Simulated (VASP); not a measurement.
A run of VASP 6.6.1 is set up as follows.

INCAR

```
PREC = Accurate
ENCUT = 600
EDIFF = 1E-6
ISMEAR = -1
SIGMA = 0.05
LREAL = False
LASPH = True
NELM = 100
ALGO = Normal
ISIF = 3
LWAVE = False
LCHARG = False
GGA = PS
IBRION = 2
NSW = 60
EDIFFG = -0.01
PSTRESS = 100.0
```

The input KPOINTS:

```
Automatic mesh
0
Gamma
  7 7 5
```

File POSCAR:

```
Te
1.0
    4.4540000000      0.0000000000      0.0000000000
   -2.2270000000      3.8572771485      0.0000000000
    0.0000000000      0.0000000000      5.9240000000
Te
3
Direct
    0.7310000000      0.7310000000      0.0000000000
    0.0000000000      0.2690000000      0.6666666667
    0.2690000000      0.0000000000      0.3333333333
```

Potentials or basis: VASP PAW PBE potentials, release 64 (Te).

Run with:

```bash
$ cat potpaw_PBE.64/Te/POTCAR > POTCAR
$ mpirun -np 1 vasp_std > vasp.out
```

**Question.** What does it give for the space group after relaxing (to 0.05 Å)?

**Answer.** R-3m (No. 166).

**Question.** What does it give for the relaxed cell?

**Answer.** a = 3.666 Å, b = 3.666 Å, c = 6.552 Å, α = 90.00°, β = 90.00°, γ = 120.00°.

The path:
```
step  energy change (eV)  largest force (eV/Å)  pressure (GPa)  volume (Å³)
   1              0.0000                0.1261           -0.87       101.78
   2              2.3795                2.9197           36.85        71.49
   3              0.3183                1.0814            9.46        87.38
   4              0.3491                1.1250           10.01        86.87
   5              0.3221                0.7144           10.36        84.13
   6              0.4985                0.2384           12.96        79.01
   7              0.1520                0.0158            4.54        85.28
   8              0.3241                0.1306            9.39        81.35
   9              0.3271                0.1326            9.46        81.30
  10              0.3403                0.1243            9.46        80.94
  11              0.3849                0.0707            9.60        79.81
  12              0.4850                0.0161            9.96        77.36
  13              1.0322                0.1890           13.96        71.82
  14              0.5226                0.0031           10.21        76.71
  15              0.5363                0.0184           10.24        76.48
  16              0.7170                0.1766           11.61        74.22
  17              0.5492                0.0294           10.34        76.26
  18              0.6199                0.1010           10.89        75.26
  19              0.5593                0.0403           10.43        76.09
  20              0.5671                0.0488           10.47        75.97
  21              0.4884                0.0795            6.32        78.13
  22              0.5557                0.0514           10.13        76.14
  23              0.5303                0.0240            9.71        76.54
  24              0.5346                0.0287            9.78        76.47
  25              0.5460                0.0130           10.06        76.28
  26              0.5475                0.0109           10.07        76.26
  27              0.5458                0.0004            9.97        76.28
```

Caveat: the cell is relaxed towards a set pressure, so the enthalpy falls and the energy may rise; the volume moved by over 15 % at a fixed basis, so the end points are rough; the PAW data sets were made with another functional, which shifts forces and pressure a little.
